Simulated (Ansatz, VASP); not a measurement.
Two plane-wave programs on Al

```
Al
1.0
    -1.58494    1.58494    1.58494
     1.58494   -1.58494    1.58494
     1.58494    1.58494   -1.58494
Al
1
Direct
  0.00000 0.00000 0.00000
```

Alike in both runs: functional BLYP; dispersion D3(BJ); k mesh 13 × 13 × 13; occupations fermi-dirac, width 0.15 eV; no spin polarisation.

Ansatz relaxed the structure, and its values are those at the end. VASP's run is a single point on that final structure, the one shown.

|  | VASP | Ansatz |
| --- | --- | --- |
| version | VASP 6.6.1 | Ansatz 0.2.0 |
| potentials or method | VASP PAW PBE potentials, release 64 (Al), cutoff 520 eV | plane waves, PAW |
| valence electrons in the cell | 3 | 3 |

|  | VASP | Ansatz | Ansatz less VASP |
| --- | --- | --- | --- |
| pressure (GPa) | 0.2 | 0.0 | -0.16 |

VASP's potentials were made for PBE, not for BLYP.
